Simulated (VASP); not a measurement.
# Cu (Fm-3m) in VASP: further runs

The runs below take Cu through single point, with PBE.

Everything below comes from runs of VASP 6.6.1. Logs are shortened: lines on timing, memory, paths and dates and some standing lists are left out, and cuts for length are marked.

**1. The cell of the first run**

It takes space group Fm-3m (No. 225, cubic). Conventional cell: a = 3.606 Å, b = 3.606 Å, c = 3.606 Å, α = 90.00°, β = 90.00°, γ = 90.00°. Cu (site symmetry m-3m) has 12 Cu at 2.55 Å within 3.4 Å.

**2. Single point, PBE**

File INCAR:

```
SYSTEM = Cu
  ALGO = Normal
  EDIFF = 1E-7
  ENCUT = 520
  GGA = PE
  ISIF = 2
  ISMEAR = -1
  LASPH = .TRUE.
  LCHARG = .FALSE.
  LREAL = .FALSE.
  LWAVE = .FALSE.
  NBANDS = 12
  NELM = 100
  PREC = Accurate
  SIGMA = 0.06122561905347299
```

File KPOINTS:

```
k-points
0
G
  26 26 26
  0 0 0
```

File POSCAR:

```
Cu
1.0
    0.0000000000      1.8029504109      1.8029504109
    1.8029504109      0.0000000000      1.8029504109
    1.8029504109      1.8029504109      0.0000000000
Cu
1
Direct
    0.0000000000      0.0000000000      0.0000000000
```

Potentials or basis: VASP PAW PBE potentials, release 64 (Cu).

Run with:

```
> cat potpaw_PBE.64/Cu/POTCAR > POTCAR
> mpirun -np 1 vasp_std > vasp.out
```

OUTCAR:

```text
SYSTEM = Cu
   EDIFF = 1E-7
   ENCUT = 520
   GGA = PE
   ISIF = 2
   ISMEAR = -1
   LASPH = .TRUE.
   LREAL = .FALSE.
   NELM = 100
   PREC = Accurate

 ion  position               nearest neighbor table
   1  0.000  0.000  0.000-

  LATTYP: Found a face centered cubic cell.
 ALAT       =     3.6059008218

  Lattice vectors:

 A1 = (   0.0000000000,   1.8029504109,   1.8029504109)
 A2 = (   1.8029504109,   0.0000000000,   1.8029504109)
 A3 = (   1.8029504109,   1.8029504109,   0.0000000000)

Analysis of symmetry for initial positions (statically):
=====================================================================
 Subroutine PRICEL returns:
 Original cell was already a primitive cell.

 Routine SETGRP: Setting up the symmetry group for a
 face centered cubic supercell.

 Subroutine GETGRP returns: Found 48 space group operations
[... 9 lines left out ...]

 Routine SETGRP: Setting up the symmetry group for a
 face centered cubic supercell.

 Subroutine GETGRP returns: Found 48 space group operations
[... 11 lines left out ...]
                                     Primitive cell

  volume of cell :      11.7215

  direct lattice vectors                    reciprocal lattice vectors
     0.000000000  1.802950411  1.802950411    -0.277323213  0.277323213  0.277323213
     1.802950411  0.000000000  1.802950411     0.277323213 -0.277323213  0.277323213
     1.802950411  1.802950411  0.000000000     0.277323213  0.277323213 -0.277323213

  length of vectors
     2.549756923  2.549756923  2.549756923     0.480337894  0.480337894  0.480337894

  position of ions in fractional coordinates (direct lattice)
     0.000000000  0.000000000  0.000000000

  ion indices of the primitive-cell ions
   primitive index   ion index
                 1           1

----------------------------------------------------------------------------------------

 KPOINTS: k-points

Automatic generation of k-mesh.
 Grid dimensions read from file:
 generate k-points for:   26   26   26

 Generating k-lattice:

  Cartesian coordinates                     Fractional coordinates (reciprocal lattice)
    -0.010666277  0.010666277  0.010666277     0.038461538  0.000000000  0.000000000
     0.010666277 -0.010666277  0.010666277     0.000000000  0.038461538  0.000000000
     0.010666277  0.010666277 -0.010666277     0.000000000  0.000000000  0.038461538

  Length of vectors
     0.018474534  0.018474534  0.018474534

  Shift w.r.t. Gamma in fractional coordinates (k-lattice)
     0.000000000  0.000000000  0.000000000

 Subroutine IBZKPT returns following result:
 ===========================================

 Found    511 irreducible k-points:

 Following reciprocal coordinates:
            Coordinates               Weight
  0.000000  0.000000  0.000000      1.000000
  0.038462  0.000000  0.000000      8.000000
  0.076923  0.000000  0.000000      8.000000
  0.115385  0.000000  0.000000      8.000000
  0.153846  0.000000  0.000000      8.000000
  0.192308  0.000000  0.000000      8.000000
[... 16 lines left out ...]
  0.346154  0.038462  0.000000     24.000000
  0.384615  0.038462  0.000000     24.000000
 [... further k-points ...]
   k-points           NKPTS =    511   k-points in BZ     NKDIM =    511   number of bands    NBANDS=     12
   number of dos      NEDOS =    301   number of ions     NIONS =      1
   total plane-waves  NPLWV =   8000
   dimension x,y,z NGX =    20 NGY =   20 NGZ =   20
   dimension x,y,z NGXF=    40 NGYF=   40 NGZF=   40
   ions per type =               1
   NGX,Y,Z   is equivalent  to a cutoff of  13.04, 13.04, 13.04 a.u.
   NGXF,Y,Z  is equivalent  to a cutoff of  26.08, 26.08, 26.08 a.u.
 SYSTEM =  Cu
   PREC   = accura    normal or accurate (medium, high low for compatibility)
   ISTART =      0    job   : 0-new  1-cont  2-samecut
   ICHARG =      2    charge: 1-file 2-atom 10-const
   ISPIN  =      1    spin polarized calculation?
   LNONCOLLINEAR =      F non collinear calculations
   LSORBIT =      F    spin-orbit coupling
   LASPH  =      T    aspherical Exc in radial PAW
   ENCUT  =  520.0 eV  38.22 Ry    6.18 a.u.   4.74  4.74  4.74*2*pi/ulx,y,z
   NELM   =    100;   NELMIN=  2; NELMDL= -5     # of ELM steps
   EDIFF  = 0.1E-06   stopping-criterion for ELM
   LREAL  =      F    real-space projection
   EDIFFG = 0.1E-05   stopping-criterion for IOM
   NSW    =      0    number of steps for IOM
   IBRION =     -1    ionic relax: 0-MD 1-quasi-New 2-CG
   NFREE  =      0    steps in history (QN), initial steepest desc. (CG)
   ISIF   =      2    stress and relaxation
   ISYM   =      2    0-nonsym 1-usesym 2-fastsym
   POTIM  = 0.5000    time-step for ionic-motion
   TEBEG  =    0.0;   TEEND  =   0.0 temperature during run
   PSTRESS=    0.0 pullay stress
   NELECT =      11.0000    total number of electrons
   NUPDOWN=      -1.0000    fix difference up-down
   EMIN   =  10.00;   EMAX   =-10.00  energy-range for DOS
   EFERMI =   0.00;   METHOD = LEGACY
   ISMEAR =    -1;   SIGMA  =   0.06  broadening in eV -4-tet -1-fermi 0-gaus
   EFERMI_NEDOS =   21; number of points for ismear=-14 and -15
   IALGO  =     38    algorithm
   IMIX   =      4    mixing-type and parameters
     AMIX     =   0.40;   BMIX     =  1.00
     AMIX_MAG =   1.60;   BMIX_MAG =  1.00
  volume/ion in A,a.u.               =      11.72        79.10
  Fermi-wavevector in a.u.,A,eV,Ry     =   1.602797  3.028848 34.952813  2.568959
  Thomas-Fermi vector in A             =   2.699561
   LORBIT       =      0    0 simple, 1 ext, 2 COOP (PROOUT), +10 PAW based schemes
   GGA     = PE    functional components
   LHFCALC =     F    Hartree Fock is set to
   AEXX    =    0.0000 exact exchange contribution
   IVDW    =     0    specifies the selected vdW correction
   LEPSILON=     F    determine dielectric tensor
   LRPA    =     F    only Hartree local field effects (RPA)
 non-spin polarized calculation
  energy-cutoff  :      520.00
  volume of cell :       11.72
 maximum number of plane-waves:       332
   NGX =  9   NGY =  9   NGZ =  9

 number of electron      11.0000004 magnetization

 Free energy of the ion-electron system (eV)
  ---------------------------------------------------
  ext. energy  EPLUGINS =         0.00000000
  ---------------------------------------------------
  free energy    TOTEN  =        -3.72711545 eV

  energy without entropy =       -3.72382931  energy(sigma->0) =       -3.72547238

 E-fermi :   7.6995     XC(G=0): -12.7698

 val. band max:        7.6936262863   @ k =   0.4615   0.3846   0.0385
 cond. band min:       7.7098583819   @ k =   0.5000   0.1154   0.0000
 fundamental gap:      0.0162320956
 Fermi energy:         7.6994875699

 k-point     1 :       0.0000    0.0000    0.0000
  band No.  band energies     occupation
      1      -1.7294      2.00000
      2       4.6290      2.00000
      3       4.6290      2.00000
      4       4.6290      2.00000
      5       5.4607      2.00000
      6       5.4607      2.00000
      7      30.3343      0.00000
      8      33.0375      0.00000
      9      33.0375      0.00000
     10      33.0375      0.00000
     11      35.5354      0.00000
     12      35.5354      0.00000

 k-point     2 :       0.0385    0.0000    0.0000
  band No.  band energies     occupation
      1      -1.6751      2.00000
      2       4.6173      2.00000
      3       4.6396      2.00000
      4       4.6396      2.00000
      5       5.4564      2.00000
      6       5.4564      2.00000
      7      30.0797      0.00000
      8      32.1273      0.00000
      9      32.8444      0.00000
     10      32.8444      0.00000
     11      35.8057      0.00000
     12      35.8057      0.00000

 k-point     3 :       0.0769    0.0000    0.0000
  band No.  band energies     occupation
      1      -1.5130      2.00000
      2       4.5835      2.00000
      3       4.6693      2.00000
      4       4.6693      2.00000
      5       5.4453      2.00000
      6       5.4453      2.00000
      7      28.9192      0.00000
      8      31.2990      0.00000
      9      32.4208      0.00000
     10      32.4208      0.00000
     11      36.4514      0.00000
     12      36.4514      0.00000

 k-point     4 :       0.1154    0.0000    0.0000
  band No.  band energies     occupation
      1      -1.2458      2.00000
      2       4.5326      2.00000
      3       4.7119      2.00000
      4       4.7119      2.00000
      5       5.4333      2.00000
      6       5.4333      2.00000
      7      27.0661      0.00000
      8      31.0241      0.00000
      9      31.9484      0.00000
     10      31.9484      0.00000
     11      37.2427      0.00000
     12      37.2429      0.00000

 k-point     5 :       0.1538    0.0000    0.0000
  band No.  band energies     occupation
      1      -0.8787      2.00000
      2       4.4723      2.00000
      3       4.7563      2.00000
      4       4.7563      2.00000
      5       5.4308      2.00000
      6       5.4308      2.00000
      7      25.0698      0.00000
      8      30.8453      0.00000
      9      31.5007      0.00000
     10      31.5007      0.00000
     11      37.3781      0.00000
     12      37.8688      0.00000

 k-point     6 :       0.1923    0.0000    0.0000
  band No.  band energies     occupation
      1      -0.4203      2.00000
      2       4.4146      2.00000
      3       4.7874      2.00000
      4       4.7874      2.00000
      5       5.4516      2.00000
      6       5.4516      2.00000
      7      23.0786      0.00000
      8      30.6351      0.00000
      9      31.1028      0.00000
     10      31.1028      0.00000
     11      37.3594      0.00000
     12      37.6166      0.00000

 k-point     7 :       0.2308    0.0000    0.0000
  band No.  band energies     occupation
      1       0.1146      2.00000
      2       4.3767      2.00000
      3       4.7934      2.00000
      4       4.7934      2.00000
      5       5.5053      2.00000
      6       5.5053      2.00000
      7      21.1358      0.00000
      8      30.3709      0.00000
      9      30.7632      0.00000
     10      30.7632      0.00000
     11      36.7600      0.00000
     12      36.7600      0.00000

 k-point     8 :       0.2692    0.0000    0.0000
  band No.  band energies     occupation
      1       0.6999      2.00000
      2       4.3851      2.00000
      3       4.7740      2.00000
      4       4.7740      2.00000
      5       5.5896      2.00000
      6       5.5896      2.00000
      7      19.2623      0.00000
      8      30.0658      0.00000
      9      30.4838      0.00000
     10      30.4838      0.00000
     11      35.8457      0.00000
     12      35.8457      0.00000
[... 166 lines left out ...]
 k-point    20 :       0.2308    0.0385    0.0000
  band No.  band energies     occupation
      1      -0.0263      2.00000
      2       4.3641      2.00000
      3       4.8009      2.00000
      4       4.8095      2.00000
      5       5.4214      2.00000
      6       5.5522      2.00000
      7      21.8143      0.00000
      8      29.6551      0.00000
      9      29.8594      0.00000
     10      32.6768      0.00000
     11      35.2154      0.00000
     12      38.0720      0.00000

 k-point    21 :       0.2692    0.0385    0.0000
  band No.  band energies     occupation
      1       0.5444      2.00000
      2       4.3502      2.00000
      3       4.7811      2.00000
      4       4.7993      2.00000
      5       5.5072      2.00000
      6       5.6286      2.00000
      7      19.9157      0.00000
      8      29.3541      0.00000
      9      29.5921      0.00000
     10      32.2173      0.00000
     11      34.7201      0.00000
     12      37.2142      0.00000

 k-point    22 :       0.3077    0.0385    0.0000
  band No.  band energies     occupation
      1       1.1376      2.00000
      2       4.4047      2.00000
      3       4.7414      2.00000
      4       4.7699      2.00000
      5       5.6247      2.00000
      6       5.7227      2.00000
      7      18.0969      0.00000
      8      29.1347      0.00000
      9      29.3339      0.00000
     10      31.6741      0.00000
     11      34.2512      0.00000
     12      36.3553      0.00000

 k-point    23 :       0.3462    0.0385    0.0000
  band No.  band energies     occupation
      1       1.6898      2.00000
      2       4.5783      2.00000
      3       4.6942      2.00000
      4       4.7304      2.00000
      5       5.7629      2.00000
      6       5.8212      2.00000
      7      16.3752      0.00000
      8      29.0002      0.00000
      9      29.0943      0.00000
     10      31.1027      0.00000
     11      33.8743      0.00000
     12      35.5661      0.00000

 k-point    24 :       0.3846    0.0385    0.0000
  band No.  band energies     occupation
      1       2.1224      2.00000
      2       4.6488      2.00000
      3       4.6895      2.00000
      4       4.9156      2.00000
      5       5.9109      2.00000
      6       5.9248      2.00000
      7      14.7758      0.00000
      8      28.8814      0.00000
      9      28.9543      0.00000
     10      30.5528      0.00000
     11      33.6160      0.00000
     12      34.8689      0.00000

 [... further k-points ...]
[... 5 lines left out ...]
  --------------------------------------------------------------------------------------
  -------------------------------------------------------------------------------------
  Total        0.2528208      0.2528208      0.2528208      0.0000000      0.0000000      0.0000000
  in kB       34.5574762     34.5574762     34.5574762      0.0000000      0.0000000      0.0000000
  external PRESSURE =      34.5574762 kB  Pullay stress =       0.0000000 kB

 VOLUME and BASIS-vectors are now :
 -----------------------------------------------------------------------------
  energy-cutoff  :      520.00
  volume of cell :       11.72
      direct lattice vectors                 reciprocal lattice vectors
     0.000000000  1.802950411  1.802950411    -0.277323213  0.277323213  0.277323213
     1.802950411  0.000000000  1.802950411     0.277323213 -0.277323213  0.277323213
     1.802950411  1.802950411  0.000000000     0.277323213  0.277323213 -0.277323213

 POSITION                                       TOTAL-FORCE (eV/Angst)
 -----------------------------------------------------------------------------------
      0.00000      0.00000      0.00000        -0.000000      0.000000     -0.000000
 -----------------------------------------------------------------------------------
    total drift:                                0.000000      0.000000      0.000000

  FREE ENERGIE OF THE ION-ELECTRON SYSTEM (eV)
  ---------------------------------------------------
  free  energy   TOTEN  =        -3.7271154531 eV

  energy  without entropy=       -3.7238293148  energy(sigma->0) =       -3.72547238
```

Wall time 37 s (1 thread of Intel Xeon Platinum 8488C (Sapphire Rapids), shared host); peak memory 0.18 GiB.

What came out:

- Free energy: -3.7271 eV
- Pressure: 3.5 GPa

**3. Single point, PBE**

This run uses another cell than the first one, of 11.96 Å³/atom, 1.020 times its volume.

File INCAR:

```
ALGO = Normal ; EDIFF = 1E-6
ENCUT = 520 ; GGA = PE
ISIF = 2 ; ISMEAR = -1
LASPH = True ; LCHARG = False
LREAL = False ; LWAVE = False
NBANDS = 12 ; NELM = 60
PREC = Accurate ; SIGMA = 0.06122561905347299
```

File KPOINTS:

```
k-points
0
Gamma
  26 26 26
```

File POSCAR:

```
Cu
1.0
    0.0000000000      1.8151328778      1.8151328778
    1.8151328778      0.0000000000      1.8151328778
    1.8151328778      1.8151328778      0.0000000000
Cu
1
Direct
    0.0000000000      0.0000000000      0.0000000000
```

Potentials or basis: VASP PAW PBE potentials, release 64 (Cu).

Run with:

```
> cat potpaw_PBE.64/Cu/POTCAR > POTCAR
> mpirun -np 1 vasp_std > vasp.out
```

Wall time 35 s (1 thread of Intel Xeon Platinum 8488C (Sapphire Rapids), shared host); peak memory 0.18 GiB.

The run converged. Its results:

| Item | Value |
| --- | --- |
| Free energy | -3.7301 eV |
| Pressure | 0.5 GPa |

Levels at points of the mesh, in eV from the Fermi level:
```tsv
k point	band 3	band 4	band 5	band 6	band 7	band 8	band 9	band 10
(0.00, 0.00, 0.00)	-3.01	-3.01	-2.20	-2.20	22.47	25.02	25.02	25.02
(0.50, 0.00, 0.00)	-3.04	-1.65	-1.65	-0.99	3.67	20.97	21.85	21.85
(0.50, 0.50, 0.00)	-1.66	-1.50	-1.50	1.49	7.01	12.96	12.96	17.43
```

(Continued in part 2 of 2.)
